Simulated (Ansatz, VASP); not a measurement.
SrCl2 in VASP and in Ansatz

The input INCAR:

```
  PREC = Accurate
  ENCUT = 520
  EDIFF = 1E-7
  ISMEAR = -1
  SIGMA = 0.05
  LREAL = F
  LASPH = T
  NELM = 60
  ALGO = Normal
  ISIF = 2
  LWAVE = F
  LCHARG = F
  NBANDS = 19
```

Contents of KPOINTS:

```
regular mesh
0
Gamma
  7 7 7
```

POSCAR

```
SrCl2
1.0
    0.0000000000      3.4412043558      3.4412043558
    3.4412043558      0.0000000000      3.4412043558
    3.4412043558      3.4412043558      0.0000000000
Sr Cl
1 2
Direct
    0.0000000000      0.0000000000      0.0000000000
    0.7500000000      0.7500000000      0.7500000000
    0.2500000000      0.2500000000      0.2500000000
```

The input input.yaml:

```yaml
crystal:
  lattice:
    - [0.0, 3.4412043558, 3.4412043558]
    - [3.4412043558, 0.0, 3.4412043558]
    - [3.4412043558, 3.4412043558, 0.0]
  atoms:
    - { symbol: Sr, position: [0.0, 0.0, 0.0] }
    - { symbol: Cl, position: [0.75, 0.75, 0.75] }
    - { symbol: Cl, position: [0.25, 0.25, 0.25] }
hamiltonian:
  xc: lda
  pseudopotentials: { kind: paw }
kpoints:
  mp_grid: { grid: [7, 7, 7] }
scf:
  occupations: { method: fermi_dirac, width: 0.05 }
output:
  forces: true
  stress: true
  eigenvalues: true
```

Alike in both runs: task single point; functional LDA; k mesh 7 × 7 × 7; occupations fermi-dirac, width 0.05 eV; no spin polarisation.

```csv
,VASP,Ansatz
version,VASP 6.6.1,Ansatz 0.2.0
potentials or method,"VASP PAW LDA potentials, release 64 (Sr_sv, Cl)",Ansatz PAW
plane-wave cutoff (eV),520,420
valence electrons in the cell,24,24
```

|  | VASP | Ansatz | Ansatz less VASP |
| --- | --- | --- | --- |
| gap on the k mesh at the Fermi level (eV) | 5.08 | 5.07 | -0.005 |
| least direct gap on the mesh (eV) | 5.35 | 5.35 | +0.005 |
| pressure (GPa) | -1.3 | -1.5 | -0.15 |

LDA's correlation is that of Perdew and Zunger in VASP and of Perdew and Wang (1992) in Ansatz.

Noted on Ansatz's run: odd divisions of the mesh miss points on the zone boundary, where band edges often lie, so the gap on the mesh can be too wide.
